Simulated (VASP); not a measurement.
Here is a VASP 6.6.1 calculation.

Contents of POSCAR:

```
GdCu
1.0
    3.5020000000      0.0000000000      0.0000000000
    0.0000000000      3.5020000000      0.0000000000
    0.0000000000      0.0000000000      3.5020000000
Gd Cu
1 1
Direct
    0.5000000000      0.5000000000      0.5000000000
    0.0000000000      0.0000000000      0.0000000000
```

The input INCAR.step1:

```
ALGO = Normal
EDIFF = 1E-4
ENCUT = 520
GGA = PE
ISMEAR = 1
ISPIN = 2
LASPH = True
LCHARG = False
LMAXMIX = 6
LREAL = False
LWAVE = True
MAGMOM = 4.9 0
NBANDS = 26
NELM = 150
PREC = Accurate
SIGMA = 0.05
```

File INCAR.step2:

```
ALGO = Normal
EDIFF = 1E-7
ENCUT = 520
ISIF = 2
ISMEAR = 1
ISPIN = 2
ISTART = 1
LASPH = True
LCHARG = True
LELF = True
LMAXMIX = 6
LMIXTAU = True
LORBIT = 11
LREAL = False
LVHAR = True
LWAVE = False
MAGMOM = 4.9 0
METAGGA = R2SCAN
NBANDS = 26
NELM = 150
PREC = Accurate
SIGMA = 0.05
```

The input KPOINTS:

```
k-points
0
Gamma
  10 10 10
```

Potentials or basis: VASP PAW PBE potentials, release 64 (Gd, Cu).

Run with:

```console
$ cat potpaw_PBE.64/Gd/POTCAR potpaw_PBE.64/Cu/POTCAR > POTCAR
$ cp INCAR.step1 INCAR
$ mpirun -np 1 vasp_std > vasp.out
$ cp INCAR.step2 INCAR
$ mpirun -np 1 vasp_std > vasp.out
```

(1) Estimate the pressure.

(2) Estimate the net moment.

## Answers

(1) -0.9 GPa.

(2) 7.33 μB per cell.

Caveat: the PAW data sets were made with another functional, which shifts forces and pressure a little.
